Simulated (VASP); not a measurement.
A run of VASP 6.6.1 is set up as follows.

INCAR

```
SYSTEM = AlN
ALGO     = Normal         ! electronic algorithm
EDIFF    = 1E-6           ! SCF threshold, eV
ENCUT    = 520            ! plane-wave cutoff, eV
GGA      = PE             ! functional
ISIF     = 2              ! what is computed and relaxed
ISMEAR   = 0              ! smearing method
LASPH    = .True.         ! aspherical terms in the spheres
LCHARG   = .True.         ! write CHGCAR
LELF     = .True.         ! ELF
LREAL    = .False.        ! projectors in reciprocal space
LVHAR    = .True.       
LWAVE    = .False.        ! write WAVECAR
NBANDS   = 16             ! bands
NELM     = 60             ! most SCF steps
PREC     = Accurate       ! precision mode
SIGMA    = 0.02           ! smearing width, eV
```

File KPOINTS:

```
k-points
0
Gamma
  12 12 6
  0 0 0
```

Contents of POSCAR:

```
AlN
1.0
    2.9893490411      0.0000000000      0.0000000000
   -1.4946745206      2.5888522104      0.0000000000
    0.0000000000      0.0000000000      5.1535304916
Al N
2 2
Direct
    0.6666666667      0.3333333333      0.5032748183
    0.3333333333      0.6666666667      1.0032748183
    0.6666666667      0.3333333333      0.8767251817
    0.3333333333      0.6666666667      0.3767251817
```

Potentials or basis: VASP PAW PBE potentials, release 64 (Al, N).

The run is started by

```sh
$ cat potpaw_PBE.64/Al/POTCAR potpaw_PBE.64/N/POTCAR > POTCAR
$ mpirun -np 1 vasp_std > vasp.out
```

Problem. Estimate the pressure.

Solution. 15.2 GPa.

Problem. Predict the largest force.

Solution. 0.328 eV/Å.

Stress tensor (GPa, compression positive):
```
24.78  0.00  0.00
 0.00 24.78  0.00
 0.00  0.00 -3.81
```

Caveat: the cell differs from its parent crystal (biaxial strain in the a-b plane: -4.5 %); the cell stands under pressure.
